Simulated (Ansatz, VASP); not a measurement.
## Two plane-wave programs on SiC

File INCAR:

```
PREC     = Accurate       # precision mode
ENCUT    = 520            # plane-wave cutoff, eV
EDIFF    = 1E-6           # SCF threshold, eV
ISMEAR   = -1             # smearing method
SIGMA    = 0.05           # smearing width, eV
LREAL    = False          # projectors in reciprocal space
LASPH    = True           # aspherical terms in the spheres
NELM     = 60             # most SCF steps
ALGO     = Normal         # electronic algorithm
ISIF     = 2              # what is computed and relaxed
LWAVE    = False          # write WAVECAR
LCHARG   = False          # write CHGCAR
GGA      = B5             # functional
ALDAX    = 1.0          
AGGAX    = 1.0          
AGGAC    = 1.0          
ALDAC    = 0.0          
NBANDS   = 16             # bands
```

KPOINTS

```
Automatic mesh
0
Gamma
  6 6 3
```

POSCAR

```
SiC
1.0
    3.0760000000      0.0000000000      0.0000000000
   -1.5380000000      2.6638941420      0.0000000000
    0.0000000000      0.0000000000      5.0480000000
Si C
2 2
Direct
    0.6666666667      0.3333333333      0.5000000000
    0.3333333333      0.6666666667      0.0000000000
    0.6666666667      0.3333333333      0.8850000000
    0.3333333333      0.6666666667      0.3850000000
```

File input.yaml:

```yaml
crystal:
  lattice:
    - [3.076, 0.0, 0.0]
    - [-1.538, 2.663894142, 0.0]
    - [0.0, 0.0, 5.048]
  atoms:
    - { symbol: Si, position: [0.6666666667, 0.3333333333, 0.5] }
    - { symbol: Si, position: [0.3333333333, 0.6666666667, 0.0] }
    - { symbol: C, position: [0.6666666667, 0.3333333333, 0.885] }
    - { symbol: C, position: [0.3333333333, 0.6666666667, 0.385] }
hamiltonian:
  xc: blyp
  pseudopotentials: { kind: paw }
kpoints:
  mp_grid: { grid: [6, 6, 3] }
scf:
  occupations: { method: fermi_dirac, width: 0.05 }
  n_extra_bands: 10
output:
  forces: true
  stress: true
  eigenvalues: true
  dos: { projected: true, de: 0.05, nscf_kmesh: { grid: [9, 9, 5] } }
```

Alike in both runs: functional BLYP; k mesh 6 × 6 × 3; occupations fermi-dirac, width 0.05 eV; no spin polarisation.

|  | VASP | Ansatz |
| --- | --- | --- |
| version | VASP 6.6.1 | Ansatz 0.2.0 |
| potentials or method | VASP PAW PBE potentials, release 64 (Si, C) | Ansatz PAW |
| plane-wave cutoff (eV) | 520 | 420 |
| valence electrons in the cell | 16 | 16 |
| task | single point | projected density of states |

Ansatz gave:

- gap on the k mesh at the Fermi level (eV): 2.67
- least direct gap on the mesh (eV): 4.32
- pressure (GPa): 8.2
- traceless stress, the component that is largest in VASP (GPa): -2.60
- rms of the force components (eV/Å): 0.438

Problem. Estimate VASP's values.

Solution. gap on the k mesh at the Fermi level (eV): 2.67; least direct gap on the mesh (eV): 4.34; pressure (GPa): 8.8; traceless stress, the component that is largest in VASP (GPa): -2.59; rms of the force components (eV/Å): 0.439.

VASP's potentials were made for PBE, not for BLYP. Atom by atom the forces differ by 0.001 eV/Å (rms over components). With one functional, cell and mesh, what is left measures potentials, basis and numerics.

Noted on Ansatz's run: odd divisions of the mesh miss points on the zone boundary, where band edges often lie, so the gap on the mesh can be too wide.
